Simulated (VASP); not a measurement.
# N (Pa-3) in VASP: further runs

The runs below take N through relaxation of cell and atoms, with LDA, PBE.

All numbers are computed with VASP 6.6.1; they aren't measurements. Logs are shortened: lines on timing, memory, paths and dates and some standing lists are left out, and cuts for length are marked.

### Step 1. The cell of the first run

Symmetry: Pa-3, No. 205, cubic system. The conventional cell has a = 5.561 Å, b = 5.561 Å, c = 5.561 Å, α = 90.00°, β = 90.00°, γ = 90.00°. Within 1.5 Å of N (site symmetry 3) lie 1 N at 1.11 Å.

### Step 2. Relaxation of cell and atoms, LDA

INCAR reads:

```
SYSTEM = N
ALGO = Normal
EDIFF = 1E-7
EDIFFG = -0.01
ENCUT = 600
GGA = CA
GGA_COMPAT = .FALSE.
IBRION = 2
ISIF = 3
ISMEAR = -1
LASPH = .TRUE.
LCHARG = .FALSE.
LREAL = .FALSE.
LWAVE = .FALSE.
NELM = 120
NELMIN = 4
NSW = 60
PREC = Accurate
SIGMA = 0.05
```

KPOINTS reads:

```
k-points
0
G
  5 5 5
  0 0 0
```

POSCAR reads:

```
N
1.0
    5.5605176600      0.0000000000      0.0000000000
    0.0000000000      5.5605176600      0.0000000000
    0.0000000000      0.0000000000      5.5605176600
N
8
Direct
    0.0573973300      0.4426026700      0.5573973300
    0.4426026700      0.5573973300      0.0573973300
    0.5573973300      0.0573973300      0.4426026700
    0.9426026700      0.9426026700      0.9426026700
    0.9426026700      0.5573973300      0.4426026700
    0.5573973300      0.4426026700      0.9426026700
    0.4426026700      0.9426026700      0.5573973300
    0.0573973300      0.0573973300      0.0573973300
```

Potentials or basis: VASP PAW LDA potentials, release 64 (N).

Run with:

```console
$ cat potpaw_LDA.64/N/POTCAR > POTCAR
$ mpirun -np 1 vasp_std > vasp.out
```

OUTCAR:

```text
SYSTEM = N
   EDIFF = 1E-7
   EDIFFG = -0.01
   ENCUT = 600
   GGA = CA
   IBRION = 2
   ISIF = 3
   ISMEAR = -1
   LASPH = .TRUE.
   LREAL = .FALSE.
   NELM = 120
   NELMIN = 4
   NSW = 60
   PREC = Accurate

 ion  position               nearest neighbor table
   1  0.057  0.443  0.557-   5 1.11
   2  0.443  0.557  0.057-   6 1.11
   3  0.557  0.057  0.443-   7 1.11
   4  0.943  0.943  0.943-   8 1.11
   5  0.943  0.557  0.443-   1 1.11
   6  0.557  0.443  0.943-   2 1.11
   7  0.443  0.943  0.557-   3 1.11
   8  0.057  0.057  0.057-   4 1.11

  LATTYP: Found a simple cubic cell.
 ALAT       =     5.5605176600

  Lattice vectors:

 A1 = (   5.5605176600,   0.0000000000,   0.0000000000)
 A2 = (   0.0000000000,   5.5605176600,   0.0000000000)
 A3 = (   0.0000000000,   0.0000000000,   5.5605176600)

Analysis of symmetry for initial positions (statically):
=====================================================================
 Subroutine PRICEL returns:
 Original cell was already a primitive cell.

 Routine SETGRP: Setting up the symmetry group for a
 simple cubic supercell.

 Subroutine GETGRP returns: Found 24 space group operations
 (whereof  6 operations were pure point group operations)
 out of a pool of 48 trial point group operations.

The static configuration has the point symmetry S_6 .
 The point group associated with its full space group is T_h .

Analysis of symmetry for dynamics (positions and initial velocities):
=====================================================================
 Subroutine PRICEL returns:
 Original cell was already a primitive cell.

 Routine SETGRP: Setting up the symmetry group for a
 simple cubic supercell.

 Subroutine GETGRP returns: Found 24 space group operations
 (whereof  6 operations were pure point group operations)
 out of a pool of 48 trial point group operations.

The dynamic configuration has the point symmetry S_6 .
 The point group associated with its full space group is T_h .

 Subroutine INISYM returns: Found 24 space group operations
 (whereof  6 operations are pure point group operations),
 and found     1 'primitive' translations

----------------------------------------------------------------------------------------

                                     Primitive cell

  volume of cell :     171.9276
[... 86 lines left out ...]
   NELM   =    120;   NELMIN=  4; NELMDL= -5     # of ELM steps
   EDIFF  = 0.1E-06   stopping-criterion for ELM
   LREAL  =      F    real-space projection
   EDIFFG = -.1E-01   stopping-criterion for IOM
   NSW    =     60    number of steps for IOM
   IBRION =      2    ionic relax: 0-MD 1-quasi-New 2-CG
   NFREE  =      1    steps in history (QN), initial steepest desc. (CG)
   ISIF   =      3    stress and relaxation
   ISYM   =      2    0-nonsym 1-usesym 2-fastsym
   POTIM  = 0.5000    time-step for ionic-motion
   TEBEG  =    0.0;   TEEND  =   0.0 temperature during run
   PSTRESS=    0.0 pullay stress
   NELECT =      40.0000    total number of electrons
   NUPDOWN=      -1.0000    fix difference up-down
   EMIN   =  10.00;   EMAX   =-10.00  energy-range for DOS
   EFERMI =   0.00;   METHOD = LEGACY
   ISMEAR =    -1;   SIGMA  =   0.05  broadening in eV -4-tet -1-fermi 0-gaus
   EFERMI_NEDOS =   21; number of points for ismear=-14 and -15
   IALGO  =     38    algorithm
   IMIX   =      4    mixing-type and parameters
     AMIX     =   0.40;   BMIX     =  1.00
     AMIX_MAG =   1.60;   BMIX_MAG =  1.00
  volume/ion in A,a.u.               =      21.49       145.03
  Fermi-wavevector in a.u.,A,eV,Ry     =   1.006884  1.902736 13.793806  1.013816
  Thomas-Fermi vector in A             =   2.139655
   LORBIT       =      0    0 simple, 1 ext, 2 COOP (PROOUT), +10 PAW based schemes
   GGA     = CA    functional components
   LHFCALC =     F    Hartree Fock is set to
   AEXX    =    0.0000 exact exchange contribution
   IVDW    =     0    specifies the selected vdW correction
   LEPSILON=     F    determine dielectric tensor
   LRPA    =     F    only Hartree local field effects (RPA)
 conjugate gradient relaxation of ions
 non-spin polarized calculation
  energy-cutoff  :      600.00
  volume of cell :      171.93
 maximum number of plane-waves:      5761
 NGX is ok and might be reduce to    48
   NGX = 23   NGY = 23   NGZ = 23

--------------------------------------- Ionic step        1  -------------------------------------------

 number of electron      40.0000001 magnetization

 Free energy of the ion-electron system (eV)
  ---------------------------------------------------
  ext. energy  EPLUGINS =         0.00000000
  ---------------------------------------------------
  free energy    TOTEN  =       -70.40208207 eV

  energy without entropy =      -70.40208207  energy(sigma->0) =      -70.40208207

------------------------ aborting loop because EDIFF is reached ----------------------------------------

  FORCE on cell =-STRESS in cart. coord.  units (eV):
  Direction    XX          YY          ZZ          XY          YZ          ZX
  --------------------------------------------------------------------------------------
  -------------------------------------------------------------------------------------
  Total       -1.2981761     -1.2981761     -1.2981761      0.0000000     -0.0000000     -0.0000000
  in kB      -12.0975807    -12.0975807    -12.0975807      0.0000000     -0.0000000     -0.0000000
  external PRESSURE =     -12.0975807 kB  Pullay stress =       0.0000000 kB
[... 107 lines left out ...]
  FREE ENERGIE OF THE ION-ELECTRON SYSTEM (eV)
  ---------------------------------------------------
  free  energy   TOTEN  =       -70.4052478649 eV

  energy  without entropy=      -70.4052478648  energy(sigma->0) =      -70.40524786

[... ionic steps 4 to 14 ...]

--------------------------------------- Ionic step       15  -------------------------------------------

 number of electron      40.0000001 magnetization

------------------------ aborting loop because EDIFF is reached ----------------------------------------
[... 79 lines left out ...]
--------------------------------------- Ionic step       17  -------------------------------------------

 number of electron      39.9999999 magnetization

 Free energy of the ion-electron system (eV)
  ---------------------------------------------------
  ext. energy  EPLUGINS =         0.00000000
  ---------------------------------------------------
  free energy    TOTEN  =       -70.50700163 eV

  energy without entropy =      -70.50700163  energy(sigma->0) =      -70.50700163

 E-fermi :  -4.1840     XC(G=0):  -8.1582

 val. band max:       -5.4357209590   @ k =   0.4000   0.0000   0.0000
 cond. band min:       1.2016524353   @ k =   0.0000   0.0000   0.0000
 fundamental gap:      6.6373733944
 Fermi energy:        -4.1840426517

 k-point     1 :       0.0000    0.0000    0.0000
  band No.  band energies     occupation
      1     -23.8838      2.00000
      2     -23.7332      2.00000
      3     -23.7332      2.00000
      4     -23.7332      2.00000
      5      -9.1438      2.00000
      6      -9.1438      2.00000
[... 332 lines left out ...]
  FREE ENERGIE OF THE ION-ELECTRON SYSTEM (eV)
  ---------------------------------------------------
  free  energy   TOTEN  =       -70.5070016282 eV

  energy  without entropy=      -70.5070016282  energy(sigma->0) =      -70.50700163

 reached required accuracy - stopping structural energy minimisation
```

Run time: 9.6 min. Hardware: 1 thread of Oxide Virtual Turin-like, shared host; peak memory 0.23 GiB.

Results:

* Free energy: -70.5070 eV
* Relaxed volume: 17.20 Å³/atom
* Relaxed cell: a = 5.162 Å, b = 5.162 Å, c = 5.162 Å, α = 90.00°, β = 90.00°, γ = 90.00°
* Space group after relaxing (to 0.1 Å): Pa-3 (No. 205)
* Energy gained by relaxing: 13.1 meV/atom
* Ionic steps: 17
* Pressure after relaxing: 0.0 GPa
* Largest force after relaxing: 0.007 eV/Å
* Band gap on the k mesh: 6.64 eV (least direct gap 6.71 eV)

Forces in eV/Å, atoms in the order of the input:
```
N    0.004 -0.004  0.004
N   -0.004  0.004  0.004
N    0.004  0.004 -0.004
N   -0.004 -0.004 -0.004
N   -0.004  0.004 -0.004
N    0.004 -0.004 -0.004
N   -0.004 -0.004  0.004
N    0.004  0.004  0.004
```

Step by step:
```csv
step,energy change (eV),largest force (eV/Å),pressure (GPa),volume (Å³)
1,0.0000,0.3903,-1.21,171.93
2,0.6262,7.8584,9.89,167.92
3,-0.0032,0.0575,-0.60,171.65
4,-0.0032,0.0864,-0.56,171.63
5,-0.0108,0.0799,-0.56,169.82
6,-0.0329,0.0776,-0.54,164.48
7,-0.0718,0.1471,-0.32,154.12
8,-0.0990,0.5895,1.19,134.74
9,-0.1008,0.4149,0.91,134.32
10,-0.1018,0.1391,0.48,133.65
11,-0.1020,0.1257,0.45,133.77
12,-0.1027,0.0852,0.36,134.15
13,-0.1036,0.0058,0.17,134.90
14,-0.1044,0.1509,-0.19,136.41
15,-0.1047,0.1037,-0.13,136.76
16,-0.1049,0.0235,-0.02,137.34
17,-0.1049,0.0075,0.02,137.57
```

Final structure:
```
N
1.0
     5.16226    0.00000    0.00000
     0.00000    5.16226    0.00000
     0.00000    0.00000    5.16226
N
8
Cartesian
  0.3183 2.2629 2.8994
  2.2629 2.8994 0.3183
  2.8994 0.3183 2.2629
  4.8440 4.8440 4.8440
  4.8440 2.8994 2.2629
  2.8994 2.2629 4.8440
  2.2629 4.8440 2.8994
  0.3183 0.3183 0.3183
```

Caveat: the standard files for N, O and F lose accuracy on very short bonds; the volume moved by over 15 % at a fixed basis, so the end points are rough; an odd mesh through Γ misses points on the zone boundary, where band edges can lie.

### Step 3. Relaxation of cell and atoms, PBE

INCAR reads:

```
SYSTEM = N
PREC = Accurate
ENCUT = 600
EDIFF = 1E-7
ISMEAR = -1
SIGMA = 0.05
LREAL = .FALSE.
LASPH = .TRUE.
NELM = 120
ALGO = Normal
ISIF = 3
LWAVE = .FALSE.
LCHARG = .FALSE.
GGA = PE
IBRION = 2
NSW = 60
EDIFFG = -0.01
GGA_COMPAT = .FALSE.
NELMIN = 4
```

KPOINTS reads:

```
regular mesh
0
G
  5 5 5
  0 0 0
```

POSCAR is that of step 2.

Potentials or basis: VASP PAW PBE potentials, release 64 (N).

Run with:

```console
$ cat potpaw_PBE.64/N/POTCAR > POTCAR
$ mpirun -np 1 vasp_std > vasp.out
```

OUTCAR:

```text
SYSTEM = N
   PREC = Accurate
   ENCUT = 600
   EDIFF = 1E-7
   ISMEAR = -1
   LREAL = .FALSE.
   LASPH = .TRUE.
   NELM = 120
   ISIF = 3
   GGA = PE
   IBRION = 2
   NSW = 60
   EDIFFG = -0.01
   NELMIN = 4

 ion  position               nearest neighbor table
   1  0.057  0.443  0.557-   5 1.11
   2  0.443  0.557  0.057-   6 1.11
   3  0.557  0.057  0.443-   7 1.11
   4  0.943  0.943  0.943-   8 1.11
   5  0.943  0.557  0.443-   1 1.11
   6  0.557  0.443  0.943-   2 1.11
   7  0.443  0.943  0.557-   3 1.11
   8  0.057  0.057  0.057-   4 1.11

  LATTYP: Found a simple cubic cell.
 ALAT       =     5.5605176600

  Lattice vectors:

 A1 = (   5.5605176600,   0.0000000000,   0.0000000000)
 A2 = (   0.0000000000,   5.5605176600,   0.0000000000)
 A3 = (   0.0000000000,   0.0000000000,   5.5605176600)

Analysis of symmetry for initial positions (statically):
=====================================================================
 Subroutine PRICEL returns:
 Original cell was already a primitive cell.

 Routine SETGRP: Setting up the symmetry group for a
 simple cubic supercell.

 Subroutine GETGRP returns: Found 24 space group operations
 (whereof  6 operations were pure point group operations)
 out of a pool of 48 trial point group operations.

The static configuration has the point symmetry S_6 .
 The point group associated with its full space group is T_h .

Analysis of symmetry for dynamics (positions and initial velocities):
=====================================================================
 Subroutine PRICEL returns:
 Original cell was already a primitive cell.

 Routine SETGRP: Setting up the symmetry group for a
 simple cubic supercell.

 Subroutine GETGRP returns: Found 24 space group operations
 (whereof  6 operations were pure point group operations)
 out of a pool of 48 trial point group operations.

[... 118 lines left out ...]
     AMIX     =   0.40;   BMIX     =  1.00
     AMIX_MAG =   1.60;   BMIX_MAG =  1.00
  volume/ion in A,a.u.               =      21.49       145.03
  Fermi-wavevector in a.u.,A,eV,Ry     =   1.006884  1.902736 13.793806  1.013816
  Thomas-Fermi vector in A             =   2.139655
   LORBIT       =      0    0 simple, 1 ext, 2 COOP (PROOUT), +10 PAW based schemes
   GGA     = PE    functional components
   LHFCALC =     F    Hartree Fock is set to
   AEXX    =    0.0000 exact exchange contribution
   IVDW    =     0    specifies the selected vdW correction
   LEPSILON=     F    determine dielectric tensor
   LRPA    =     F    only Hartree local field effects (RPA)
 conjugate gradient relaxation of ions
 non-spin polarized calculation
  energy-cutoff  :      600.00
  volume of cell :      171.93
 maximum number of plane-waves:      5761
 NGX is ok and might be reduce to    48
   NGX = 23   NGY = 23   NGZ = 23

--------------------------------------- Ionic step        1  -------------------------------------------

 number of electron      39.9999990 magnetization

 Free energy of the ion-electron system (eV)
  ---------------------------------------------------
  ext. energy  EPLUGINS =         0.00000000
  ---------------------------------------------------
  free energy    TOTEN  =       -66.62593591 eV

  energy without entropy =      -66.62593591  energy(sigma->0) =      -66.62593591

------------------------ aborting loop because EDIFF is reached ----------------------------------------

  FORCE on cell =-STRESS in cart. coord.  units (eV):
  Direction    XX          YY          ZZ          XY          YZ          ZX
  --------------------------------------------------------------------------------------
  -------------------------------------------------------------------------------------
  Total        2.0264101      2.0264101      2.0264101      0.0000000      0.0000000     -0.0000000
  in kB       18.8839240     18.8839240     18.8839240      0.0000000      0.0000000     -0.0000000
  external PRESSURE =      18.8839240 kB  Pullay stress =       0.0000000 kB
[... 107 lines left out ...]
  FREE ENERGIE OF THE ION-ELECTRON SYSTEM (eV)
  ---------------------------------------------------
  free  energy   TOTEN  =       -66.6388224654 eV

  energy  without entropy=      -66.6388224654  energy(sigma->0) =      -66.63882247

[... ionic steps 4 to 10 ...]

--------------------------------------- Ionic step       11  -------------------------------------------

 number of electron      39.9999996 magnetization

------------------------ aborting loop because EDIFF is reached ----------------------------------------
[... 79 lines left out ...]
--------------------------------------- Ionic step       13  -------------------------------------------

 number of electron      39.9999996 magnetization

 Free energy of the ion-electron system (eV)
  ---------------------------------------------------
  ext. energy  EPLUGINS =         0.00000000
  ---------------------------------------------------
  free energy    TOTEN  =       -66.69045691 eV

  energy without entropy =      -66.69045691  energy(sigma->0) =      -66.69045691

 E-fermi :  -5.7907     XC(G=0):  -5.9911

 val. band max:       -7.0065567702   @ k =   0.4000   0.0000   0.0000
 cond. band min:       0.3963088390   @ k =   0.0000   0.0000   0.0000
 fundamental gap:      7.4028656092
 Fermi energy:        -5.7907233472

 k-point     1 :       0.0000    0.0000    0.0000
  band No.  band energies     occupation
      1     -25.1507      2.00000
      2     -25.1171      2.00000
      3     -25.1171      2.00000
      4     -25.1171      2.00000
      5     -10.5536      2.00000
      6     -10.5536      2.00000
[... 332 lines left out ...]
  FREE ENERGIE OF THE ION-ELECTRON SYSTEM (eV)
  ---------------------------------------------------
  free  energy   TOTEN  =       -66.6904569139 eV

  energy  without entropy=      -66.6904569138  energy(sigma->0) =      -66.69045691

 reached required accuracy - stopping structural energy minimisation
```

OSZICAR:

```text
N       E                     dE             d eps       ncg     rms          rms(c)
DAV:   1     0.286119031986E+03    0.28612E+03   -0.19998E+04   550   0.152E+03
DAV:   2    -0.435624347500E+02   -0.32968E+03   -0.32438E+03   783   0.333E+02
DAV:   3    -0.695327117146E+02   -0.25970E+02   -0.25901E+02   588   0.104E+02
DAV:   4    -0.699388521731E+02   -0.40614E+00   -0.40561E+00   767   0.137E+01
[... 114 lines left out ...]
       N       E                     dE             d eps       ncg     rms          rms(c)
DAV:   1    -0.666904570204E+02   -0.53034E-05   -0.12561E-04   578   0.822E-02    0.392E-03
DAV:   2    -0.666904570676E+02   -0.47232E-07   -0.29697E-06   715   0.117E-02    0.287E-03
DAV:   3    -0.666904569553E+02    0.11231E-06   -0.20606E-07   479   0.302E-03    0.149E-03
DAV:   4    -0.666904569139E+02    0.41447E-07   -0.39579E-08   472   0.151E-03
  13 F= -.66690457E+02 E0= -.66690457E+02  d E =-.525300E-05
```

Run time: 9.1 min. Hardware: 1 thread of Oxide Virtual Turin-like, shared host; peak memory 0.28 GiB.

What came out:

```yaml
Free_energy: -66.6905 eV
Relaxed_volume: 25.74 Å³/atom
Relaxed_cell: a = 5.905 Å, b = 5.905 Å, c = 5.905 Å, α = 90.00°, β = 90.00°, γ = 90.00°
Space_group_after_relaxing_to_0.1_Å: Pa-3 (No. 205)
Energy_gained_by_relaxing: 8.1 meV/atom
Ionic_steps: 13
Pressure_after_relaxing: 0.0 GPa
Largest_force_after_relaxing: 0.004 eV/Å
Band_gap_on_the_k_mesh: 7.40 eV (least direct gap 7.42 eV)
```

Forces on the atoms (eV/Å):
```
N   -0.002  0.002 -0.002
N    0.002 -0.002 -0.002
N   -0.002 -0.002  0.002
N    0.002  0.002  0.002
N    0.002 -0.002  0.002
N   -0.002  0.002  0.002
N    0.002  0.002 -0.002
N   -0.002 -0.002 -0.002
```

The path:
| step | energy change (eV) | largest force (eV/Å) | pressure (GPa) | volume (Å³) |
| --- | --- | --- | --- | --- |
| 1 | 0.0000 | 0.9758 | 1.89 | 171.93 |
| 2 | 2.4188 | 10.4701 | -14.65 | 178.31 |
| 3 | -0.0129 | 0.2259 | 0.25 | 172.32 |
| 4 | -0.0133 | 0.0784 | 0.45 | 172.26 |
| 5 | -0.0133 | 0.0516 | 0.48 | 172.25 |
| 6 | -0.0180 | 0.0509 | 0.45 | 173.65 |
| 7 | -0.0304 | 0.0377 | 0.37 | 177.87 |
| 8 | -0.0486 | 0.0303 | 0.30 | 186.52 |
| 9 | -0.0628 | 0.3374 | 0.42 | 204.65 |
| 10 | -0.0644 | 0.0557 | 0.08 | 205.65 |
| 11 | -0.0645 | 0.0138 | 0.00 | 205.89 |
| 12 | -0.0645 | 0.0207 | -0.01 | 205.92 |
| 13 | -0.0645 | 0.0041 | 0.01 | 205.92 |

Final structure:
```
CELL_PARAMETERS angstrom
5.90515 0.00000 0.00000
0.00000 5.90515 0.00000
0.00000 0.00000 5.90515
ATOMIC_POSITIONS crystal
N 0.05439 0.44561 0.55439
N 0.44561 0.55439 0.05439
N 0.55439 0.05439 0.44561
N 0.94561 0.94561 0.94561
N 0.94561 0.55439 0.44561
N 0.55439 0.44561 0.94561
N 0.44561 0.94561 0.55439
N 0.05439 0.05439 0.05439
```

Levels at points of the mesh, in eV from the valence-band top:
```csv
k point,band 18,band 19,band 20,band 21,band 22,band 23
"(0.00, 0.00, 0.00)",-0.01,-0.01,-0.01,7.40,7.40,7.40
```

Caveat: the standard files for N, O and F lose accuracy on very short bonds; the volume moved by over 15 % at a fixed basis, so the end points are rough; this functional lacks dispersion, which holds the molecules together, so the pressure and a relaxed volume are unreliable; an odd mesh through Γ misses points on the zone boundary, where band edges can lie.
